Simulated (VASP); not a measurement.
# Ga2GeO2 (P-3m1) in VASP: further runs

The runs below take Ga2GeO2 through relaxation of cell and atoms, with PBE.

All numbers are computed with VASP 6.6.1; they aren't measurements. Logs are shortened: lines on timing, memory, paths and dates and some standing lists are left out, and cuts for length are marked.

### Step 1. The cell of the first run

It takes space group P-3m1 (No. 164, trigonal). The conventional cell has a = 3.992 Å, b = 3.992 Å, c = 6.322 Å, α = 90.00°, β = 90.00°, γ = 120.00°. Ga (site symmetry 3m) has 4 O at 2.38 to 2.41 Å and 3 Ga at 2.93 Å within 3.1 Å. Ge (site symmetry -3m) has 6 O at 2.84 Å and 6 Ga at 3.23 Å within 3.7 Å. O (site symmetry 3m) has 4 Ga at 2.38 to 2.41 Å and 3 Ge at 2.84 Å within 3.1 Å.

The cell was built from a structure type or drawn by symmetry, and may not be a known phase.

### Step 2. Relaxation of cell and atoms, PBE

INCAR reads:

```
PREC = Accurate ; ENCUT = 600
EDIFF = 1E-6 ; ISMEAR = 0
SIGMA = 0.1 ; LREAL = False
LASPH = True ; NELM = 80
ALGO = Normal ; ISIF = 3
LWAVE = False ; LCHARG = False
GGA = PE ; IBRION = 2
NSW = 90 ; EDIFFG = -0.04
```

KPOINTS reads:

```
regular mesh
0
Gamma
  6 6 4
```

POSCAR reads:

```
Ga2GeO2
1.0
    3.9919173900      0.0000000000      0.0000000000
   -1.9959586900      3.4571018700      0.0000000000
    0.0000000000      0.0000000000      6.3222858200
Ga Ge O
2 1 2
Direct
    0.6666666700      0.3333333300      0.3573464800
    0.3333333300      0.6666666700      0.6426535200
    0.0000000000      0.0000000000      0.0000000000
    0.6666666700      0.3333333300      0.7381863600
    0.3333333300      0.6666666700      0.2618136400
```

Potentials or basis: VASP PAW PBE potentials, release 64 (Ga_d, Ge_d, O).

Run with:

```console
$ cat potpaw_PBE.64/Ga_d/POTCAR potpaw_PBE.64/Ge_d/POTCAR potpaw_PBE.64/O/POTCAR > POTCAR
$ mpirun -np 1 vasp_std > vasp.out
```

OUTCAR:

```text
PREC = Accurate
   ENCUT = 600
   EDIFF = 1E-6
   ISMEAR = 0
   LREAL = False
   LASPH = True
   NELM = 80
   ISIF = 3
   GGA = PE
   IBRION = 2
   NSW = 90
   EDIFFG = -0.04

 ion  position               nearest neighbor table
   1  0.667  0.333  0.357-   5 2.38   5 2.38   5 2.38   4 2.41
   2  0.333  0.667  0.643-   4 2.38   4 2.38   4 2.38   5 2.41
   3  0.000  0.000  0.000-
   4  0.667  0.333  0.738-   2 2.38   2 2.38   2 2.38   1 2.41
   5  0.333  0.667  0.262-   1 2.38   1 2.38   1 2.38   2 2.41

  LATTYP: Found a hexagonal cell.
 ALAT       =     3.9919173900
 C/A-ratio  =     1.5837717073

  Lattice vectors:

 A1 = (   3.9919173900,   0.0000000000,   0.0000000000)
 A2 = (  -1.9959586900,   3.4571018700,   0.0000000000)
 A3 = (   0.0000000000,   0.0000000000,   6.3222858200)

Analysis of symmetry for initial positions (statically):
=====================================================================
 Subroutine PRICEL returns:
 Original cell was already a primitive cell.

 Routine SETGRP: Setting up the symmetry group for a
 hexagonal supercell.

 Subroutine GETGRP returns: Found 12 space group operations
 (whereof 12 operations were pure point group operations)
 out of a pool of 24 trial point group operations.

The static configuration has the point symmetry D_3d.

Analysis of symmetry for dynamics (positions and initial velocities):
=====================================================================
 Subroutine PRICEL returns:
 Original cell was already a primitive cell.

 Routine SETGRP: Setting up the symmetry group for a
 hexagonal supercell.

 Subroutine GETGRP returns: Found 12 space group operations
 (whereof 12 operations were pure point group operations)
 out of a pool of 24 trial point group operations.

The dynamic configuration has the point symmetry D_3d.

 Subroutine INISYM returns: Found 12 space group operations
 (whereof 12 operations are pure point group operations),
 and found     1 'primitive' translations

----------------------------------------------------------------------------------------

                                     Primitive cell

  volume of cell :      87.2505

  direct lattice vectors                    reciprocal lattice vectors
     3.991917390  0.000000000  0.000000000     0.250506186  0.144629814  0.000000000
    -1.995958690  3.457101870  0.000000000     0.000000000  0.289259628  0.000000000
     0.000000000  0.000000000  6.322285820     0.000000000  0.000000000  0.158170641

  length of vectors
     3.991917390  3.991917388  6.322285820     0.289259628  0.289259628  0.158170641

  position of ions in fractional coordinates (direct lattice)
     0.666666670  0.333333330  0.357346480
     0.333333330  0.666666670  0.642653520
     0.000000000  0.000000000  0.000000000
     0.666666670  0.333333330  0.738186360
     0.333333330  0.666666670  0.261813640

  ion indices of the primitive-cell ions
   primitive index   ion index
                 1           1
                 2           2
                 3           3
                 4           4
                 5           5

----------------------------------------------------------------------------------------

 KPOINTS: regular mesh

Automatic generation of k-mesh.
 Grid dimensions read from file:
 generate k-points for:    6    6    4

 Generating k-lattice:

  Cartesian coordinates                     Fractional coordinates (reciprocal lattice)
     0.041751031  0.024104969  0.000000000     0.166666667  0.000000000  0.000000000
     0.000000000  0.048209938  0.000000000     0.000000000  0.166666667  0.000000000
     0.000000000  0.000000000  0.039542660     0.000000000  0.000000000  0.250000000

  Length of vectors
     0.048209938  0.048209938  0.039542660

  Shift w.r.t. Gamma in fractional coordinates (k-lattice)
     0.000000000  0.000000000  0.000000000

 Subroutine IBZKPT returns following result:
 ===========================================

 Found     24 irreducible k-points:

 Following reciprocal coordinates:
            Coordinates               Weight
  0.000000  0.000000  0.000000      1.000000
  0.166667 -0.000000  0.000000      6.000000
  0.333333  0.000000  0.000000      6.000000
  0.500000  0.000000  0.000000      3.000000
  0.166667  0.166667  0.000000      6.000000
  0.333333  0.166667  0.000000     12.000000
[... 16 lines left out ...]
  0.333333  0.166667  0.500000     12.000000
  0.333333  0.333333  0.500000      2.000000
   k-points           NKPTS =     24   k-points in BZ     NKDIM =     24   number of bands    NBANDS=     31
   number of dos      NEDOS =    301   number of ions     NIONS =      5
   total plane-waves  NPLWV =  55296
   dimension x,y,z NGX =    32 NGY =   32 NGZ =   54
   dimension x,y,z NGXF=    64 NGYF=   64 NGZF=  108
   ions per type =               2   1   2
   NGX,Y,Z   is equivalent  to a cutoff of  13.33, 13.33, 14.20 a.u.
   NGXF,Y,Z  is equivalent  to a cutoff of  26.65, 26.65, 28.40 a.u.
 SYSTEM =  unknown system
   PREC   = accura    normal or accurate (medium, high low for compatibility)
   ISTART =      0    job   : 0-new  1-cont  2-samecut
   ICHARG =      2    charge: 1-file 2-atom 10-const
   ISPIN  =      1    spin polarized calculation?
   LNONCOLLINEAR =      F non collinear calculations
   LSORBIT =      F    spin-orbit coupling
   LASPH  =      T    aspherical Exc in radial PAW
   ENCUT  =  600.0 eV  44.10 Ry    6.64 a.u.   7.97  7.97 12.63*2*pi/ulx,y,z
   NELM   =     80;   NELMIN=  2; NELMDL= -5     # of ELM steps
   EDIFF  = 0.1E-05   stopping-criterion for ELM
   LREAL  =      F    real-space projection
   EDIFFG = -.4E-01   stopping-criterion for IOM
   NSW    =     90    number of steps for IOM
   IBRION =      2    ionic relax: 0-MD 1-quasi-New 2-CG
   NFREE  =      1    steps in history (QN), initial steepest desc. (CG)
   ISIF   =      3    stress and relaxation
   ISYM   =      2    0-nonsym 1-usesym 2-fastsym
   POTIM  = 0.5000    time-step for ionic-motion
   TEBEG  =    0.0;   TEEND  =   0.0 temperature during run
   PSTRESS=    0.0 pullay stress
   NELECT =      52.0000    total number of electrons
   NUPDOWN=      -1.0000    fix difference up-down
   EMIN   =  10.00;   EMAX   =-10.00  energy-range for DOS
   EFERMI =   0.00;   METHOD = LEGACY
   ISMEAR =     0;   SIGMA  =   0.10  broadening in eV -4-tet -1-fermi 0-gaus
   EFERMI_NEDOS =   21; number of points for ismear=-14 and -15
   IALGO  =     38    algorithm
   IMIX   =      4    mixing-type and parameters
     AMIX     =   0.40;   BMIX     =  1.00
     AMIX_MAG =   1.60;   BMIX_MAG =  1.00
  volume/ion in A,a.u.               =      17.45       117.76
  Fermi-wavevector in a.u.,A,eV,Ry     =   1.377696  2.603468 25.824479  1.898046
  Thomas-Fermi vector in A             =   2.502825
   LORBIT       =      0    0 simple, 1 ext, 2 COOP (PROOUT), +10 PAW based schemes
   GGA     = PE    functional components
   LHFCALC =     F    Hartree Fock is set to
   AEXX    =    0.0000 exact exchange contribution
   IVDW    =     0    specifies the selected vdW correction
   LEPSILON=     F    determine dielectric tensor
   LRPA    =     F    only Hartree local field effects (RPA)
 conjugate gradient relaxation of ions
 non-spin polarized calculation
 Gauss-broadening in eV      SIGMA  =   0.10
  energy-cutoff  :      600.00
  volume of cell :       87.25
 maximum number of plane-waves:      2940
   NGX = 15   NGY = 15   NGZ = 25

--------------------------------------- Ionic step        1  -------------------------------------------

 number of electron      52.0000004 magnetization

 Free energy of the ion-electron system (eV)
  ---------------------------------------------------
  ext. energy  EPLUGINS =         0.00000000
  ---------------------------------------------------
  free energy    TOTEN  =       -21.08438270 eV

  energy without entropy =      -21.07162047  energy(sigma->0) =      -21.07800159

 E-fermi :   4.1501     XC(G=0): -10.1325

 val. band max:        4.1031045134   @ k =   0.3333   0.1667   0.2500
 cond. band min:       4.2293473678   @ k =   0.3333   0.1667   0.5000
 fundamental gap:      0.1262428545
 Fermi energy:         4.1501361673

 k-point     1 :       0.0000    0.0000    0.0000
  band No.  band energies     occupation
      1     -21.6917      2.00000
      2     -21.6818      2.00000
      3     -21.6818      2.00000
      4     -21.6642      2.00000
      5     -21.6642      2.00000
      6     -14.2235      2.00000
[... 915 lines left out ...]
  FREE ENERGIE OF THE ION-ELECTRON SYSTEM (eV)
  ---------------------------------------------------
  free  energy   TOTEN  =       -21.4082184290 eV

  energy  without entropy=      -21.3997894012  energy(sigma->0) =      -21.40400392

[... ionic steps 4 to 36 ...]

--------------------------------------- Ionic step       37  -------------------------------------------

 number of electron      52.0000028 magnetization

------------------------ aborting loop because EDIFF is reached ----------------------------------------

  FORCE on cell =-STRESS in cart. coord.  units (eV):
  Direction    XX          YY          ZZ          XY          YZ          ZX
  --------------------------------------------------------------------------------------
  -------------------------------------------------------------------------------------
  Total       -0.0209184     -0.0209184      0.0674457     -0.0000000     -0.0000000     -0.0000000
  in kB       -0.4817509     -0.4817509      1.5532740     -0.0000000     -0.0000000     -0.0000000
  external PRESSURE =       0.1965907 kB  Pullay stress =       0.0000000 kB
[... 63 lines left out ...]
  energy  without entropy=      -24.8285346453  energy(sigma->0) =      -24.83889163

--------------------------------------- Ionic step       39  -------------------------------------------

 number of electron      52.0000023 magnetization

 Free energy of the ion-electron system (eV)
  ---------------------------------------------------
  ext. energy  EPLUGINS =         0.00000000
  ---------------------------------------------------
  free energy    TOTEN  =       -24.85038262 eV

  energy without entropy =      -24.82921318  energy(sigma->0) =      -24.83979790

 E-fermi :   5.8006     XC(G=0): -11.1136

 val. band max:        5.7653735574   @ k =   0.3333   0.1667   0.2500
 cond. band min:       5.8055050347   @ k =   0.3333   0.1667   0.5000
 fundamental gap:      0.0401314774
 Fermi energy:         5.8005525006

 k-point     1 :       0.0000    0.0000    0.0000
  band No.  band energies     occupation
      1     -18.6678      2.00000
      2     -18.6678      2.00000
      3     -18.6020      2.00000
      4     -18.5852      2.00000
      5     -18.5852      2.00000
      6     -14.5453      2.00000
[... 837 lines left out ...]
  FREE ENERGIE OF THE ION-ELECTRON SYSTEM (eV)
  ---------------------------------------------------
  free  energy   TOTEN  =       -24.8503826168 eV

  energy  without entropy=      -24.8292131812  energy(sigma->0) =      -24.83979790

 reached required accuracy - stopping structural energy minimisation
```

Run time: 15 min. Hardware: 1 thread of Intel Xeon 6975P-C (Granite Rapids), shared host; peak memory 0.29 GiB.

What came out:

```yaml
Free_energy: -24.8504 eV
Relaxed_volume: 13.95 Å³/atom
Relaxed_cell: a = 3.158 Å, b = 3.158 Å, c = 8.078 Å, α = 90.00°, β = 90.00°, γ = 120.00°
Space_group_after_relaxing_to_0.1_Å: P-3m1 (No. 164)
Energy_gained_by_relaxing: 753.2 meV/atom
Ionic_steps: 39
Pressure_after_relaxing: 0.1 GPa
Largest_force_after_relaxing: 0.040 eV/Å
Band_gap_on_the_k_mesh: zero (bands 26 and 27 overlap by 1.10 eV)
```

Forces in eV/Å, atoms in the order of the input:
```
Ga   0.000  0.000 -0.040
Ga   0.000  0.000  0.040
Ge   0.000  0.000  0.000
O    0.000  0.000  0.004
O    0.000  0.000 -0.004
```

The path:
```tsv
step	energy change (eV)	largest force (eV/Å)	pressure (GPa)	volume (Å³)
1	0.0000	0.8344	-6.20	87.25
2	-0.2883	0.9294	-0.92	79.00
3	-0.3238	0.9657	2.31	75.52
4	-0.5913	1.4864	2.98	74.00
5	-1.3506	2.4747	3.63	69.40
6	0.2756	3.6282	22.21	60.05
7	-1.3939	2.4089	6.25	67.34
8	-1.3673	1.9130	9.04	64.95
9	-1.4289	2.2641	7.27	66.25
10	-1.5584	1.9327	6.03	66.57
11	-1.6460	1.7866	4.55	67.12
12	-1.7802	1.5755	3.16	67.96
13	-2.0864	0.9062	0.27	70.52
14	-2.2807	0.6697	-1.81	75.75
15	-2.4731	0.3876	-3.53	76.41
16	-2.8992	0.5141	-6.25	77.65
17	-3.1922	1.3391	-1.41	77.10
18	-3.1845	0.7077	-4.55	77.78
19	-3.2126	0.8593	-3.80	77.64
20	-3.4040	0.9746	0.65	72.81
21	-3.4216	1.0877	3.26	70.62
22	-3.5112	0.8703	-0.72	70.88
23	-3.5118	0.8008	-0.56	70.86
24	-3.5775	0.5127	-0.76	70.37
25	-3.6630	0.1995	-0.11	69.17
26	-3.6740	0.2668	0.53	68.66
27	-3.7216	0.0558	-0.79	69.00
28	-3.7370	0.3698	-1.39	69.26
29	-3.7498	0.3421	0.18	68.71
30	-3.7499	0.3392	0.32	68.65
31	-3.7590	0.1703	0.64	68.81
32	-3.7619	0.0548	0.89	68.95
33	-3.7638	0.0421	-0.19	69.56
34	-3.7638	0.0432	0.02	69.51
35	-3.7638	0.0427	0.07	69.53
36	-3.7638	0.0424	-0.09	69.55
37	-3.7641	0.0421	0.02	69.57
38	-3.7649	0.0414	-0.02	69.63
39	-3.7660	0.0397	0.09	69.76
```

Final structure:
```cif
data_structure
_symmetry_space_group_name_H-M 'P 1'
_symmetry_Int_Tables_number 1
_cell_length_a 3.1578
_cell_length_b 3.1578
_cell_length_c 8.0785
_cell_angle_alpha 90.000
_cell_angle_beta 90.000
_cell_angle_gamma 120.000
_cell_volume 69.76
loop_
_atom_site_label
_atom_site_type_symbol
_atom_site_fract_x
_atom_site_fract_y
_atom_site_fract_z
_atom_site_occupancy
Ga1 Ga 0.66667 0.33333 0.27051 1
Ga2 Ga 0.33333 0.66667 0.72949 1
Ge1 Ge 0.00000 0.00000 0.00000 1
O1 O 0.66667 0.33333 0.64282 1
O2 O 0.33333 0.66667 0.35718 1
```

Caveat: the volume moved by over 15 % at a fixed basis, so the end points are rough.

### Step 3. Relaxation of cell and atoms, PBE

This run uses another cell than the first one, of 14.51 Å³/atom.

INCAR reads:

```
SYSTEM = Ga2GeO2
  PREC = Accurate
  ENCUT = 600
  EDIFF = 1E-7
  ISMEAR = 0
  SIGMA = 0.1
  LREAL = .False.
  LASPH = .True.
  NELM = 60
  ALGO = Normal
  ISIF = 3
  LWAVE = .False.
  LCHARG = .False.
  GGA = PE
  IBRION = 2
  NSW = 100
  EDIFFG = -0.01
```

KPOINTS reads:

```
Automatic mesh
0
Gamma
  12 12 6
  0 0 0
```

POSCAR reads:

```
Ga2GeO2
1.0
    3.1285565063      0.0000000000      0.0000000000
   -1.5642782531      2.7094094116      0.0000000000
    0.0000000000      0.0000000000      8.5615731032
Ga Ge O
2 1 2
Direct
    0.6666666667      0.3333333333      0.2592274323
    0.3333333333      0.6666666667      0.7407725677
    0.0000000000      0.0000000000      0.0000000000
    0.6666666667      0.3333333333      0.6560836005
    0.3333333333      0.6666666667      0.3439163995
```

Potentials or basis: VASP PAW PBE potentials, release 64 (Ga_d, Ge_d, O).

Run with:

```console
$ cat potpaw_PBE.64/Ga_d/POTCAR potpaw_PBE.64/Ge_d/POTCAR potpaw_PBE.64/O/POTCAR > POTCAR
$ mpirun -np 1 vasp_std > vasp.out
```

It took 39 min on 1 thread of Intel Xeon 6975P-C (Granite Rapids), shared host; peak memory 0.44 GiB.

Results (log left out):

```
Free energy                           : -25.0414 eV
Relaxed volume                        : 14.83 Å³/atom
Relaxed cell                          : a = 3.107 Å, b = 3.107 Å, c = 8.867 Å, α = 90.00°, β = 90.00°, γ = 120.00°
Space group after relaxing (to 0.1 Å) : P-3m1 (No. 164)
Energy gained by relaxing             : 1.4 meV/atom
Ionic steps                           : 29
Pressure after relaxing               : 0.0 GPa
Largest force after relaxing          : 0.005 eV/Å
Band gap on the k mesh                : zero (bands 26 and 27 overlap by 1.52 eV)
```

Forces in eV/Å, atoms in the order of the input:
```
Ga   0.000  0.000 -0.005
Ga   0.000  0.000  0.005
Ge   0.000  0.000  0.000
O    0.000  0.000 -0.003
O    0.000  0.000  0.003
```

Step by step:
```
step  energy change (eV)  largest force (eV/Å)  pressure (GPa)  volume (Å³)
   1              0.0000                0.0380           -0.58        72.57
   2             -0.0034                0.0776            0.55        72.02
   3             -0.0034                0.0730            0.49        72.05
   4             -0.0050                0.0131            0.16        72.30
   5             -0.0051                0.0352            0.10        72.37
   6             -0.0051                0.0384            0.10        72.38
   7             -0.0053                0.0289            0.06        72.50
   8             -0.0055                0.0169            0.02        72.66
   9             -0.0055                0.0214           -0.01        72.74
  10             -0.0056                0.0215            0.02        72.76
  11             -0.0058                0.0220            0.06        72.84
  12             -0.0061                0.0232            0.16        72.99
  13             -0.0062                0.0260            0.35        73.30
  14             -0.0063                0.0250            0.28        73.20
  15             -0.0063                0.0239            0.26        73.21
  16             -0.0064                0.0205            0.23        73.26
  17             -0.0065                0.0139            0.18        73.36
  18             -0.0067                0.0278            0.07        73.55
  19             -0.0067                0.0553           -0.17        73.94
  20             -0.0067                0.0469           -0.12        73.83
  21             -0.0068                0.0403           -0.11        73.88
  22             -0.0071                0.0212           -0.07        74.03
  23             -0.0071                0.0227           -0.03        74.34
  24             -0.0072                0.0154           -0.07        74.25
  25             -0.0072                0.0128           -0.03        74.22
  26             -0.0072                0.0145           -0.08        74.24
  27             -0.0072                0.0136           -0.05        74.23
  28             -0.0072                0.0113           -0.04        74.21
  29             -0.0072                0.0046            0.02        74.14
```

Final structure:
```yaml
crystal:
  lattice:
    - [3.10726, 0.00000, 0.00000]
    - [-1.55363, 2.69097, 0.00000]
    - [0.00000, 0.00000, 8.86673]
  atoms:
    - { symbol: Ga, position: [0.66667, 0.33333, 0.25410] }
    - { symbol: Ga, position: [0.33333, 0.66667, 0.74590] }
    - { symbol: Ge, position: [0.00000, 0.00000, 0.00000] }
    - { symbol: O, position: [0.66667, 0.33333, 0.66303] }
    - { symbol: O, position: [0.33333, 0.66667, 0.33697] }
```

Levels at points of the mesh, in eV from the Fermi level:
```
           k point  band 23  band 24  band 25  band 26  band 27  band 28  band 29  band 30
(0.00, 0.00, 0.00)    -3.68    -3.68    -2.23    -1.01     2.01     5.05     6.24     6.24
(0.50, 0.00, 0.00)    -4.70    -4.23    -3.53    -1.07    -0.11     2.97     3.17     4.00
(0.00, 0.00, 0.50)    -3.68    -3.68    -3.10    -0.16     1.57     5.37     6.24     6.24
(0.50, 0.00, 0.50)    -4.72    -4.48    -3.60    -0.91     0.04     2.94     3.18     3.68
```
